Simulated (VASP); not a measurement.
Input of a VASP 6.6.1 run:

Contents of INCAR:

```
PREC = Accurate ; ENCUT = 520
EDIFF = 1E-7 ; ISMEAR = 0
SIGMA = 0.1 ; LREAL = False
LASPH = True ; NELM = 80
ALGO = Fast ; ISIF = 2
LWAVE = False ; LCHARG = False
GGA = PS ; NBANDS = 73
```

KPOINTS

```
Automatic mesh
0
Gamma
  18 18 3
```

The input POSCAR:

```
Ru
1.0
    2.6829514819      0.0000000000      0.0000000000
   -1.3414757409      2.3235041404      0.0000000000
    0.0000000000      0.0000000000     19.2661027590
Ru
9
Direct
    0.0000000000      0.0000000000      0.0001419189
    0.3333333333      0.6666666667      0.1109691922
    0.0000000000      0.0000000000      0.2215269370
    0.3333333333      0.6666666667      0.3309582404
    0.0000000000      0.0000000000      0.4423246026
    0.6666666667      0.3333333333      0.5555555556
    0.3333333333      0.6666666667      0.6687865085
    0.0000000000      0.0000000000      0.7801528707
    0.3333333333      0.6666666667      0.8895841741
```

Potentials or basis: VASP PAW PBE potentials, release 64 (Ru_pv).

The run is started by

```bash
$ cat potpaw_PBE.64/Ru_pv/POTCAR > POTCAR
$ mpirun -np 1 vasp_std > vasp.out
```

Question: Estimate the band gap on the k mesh.

Answer: Zero (bands 63 and 64 overlap by 3.04 eV).

Question: Predict the pressure.

Answer: 0.0 GPa.

Question: Predict the largest force.

Answer: 0.007 eV/Å.

Stress tensor (GPa, compression positive):
```
-0.08  0.00  0.00
 0.00 -0.08  0.00
 0.00  0.00  0.03
```

Caveat: the PAW data sets were made with another functional, which shifts forces and pressure a little.
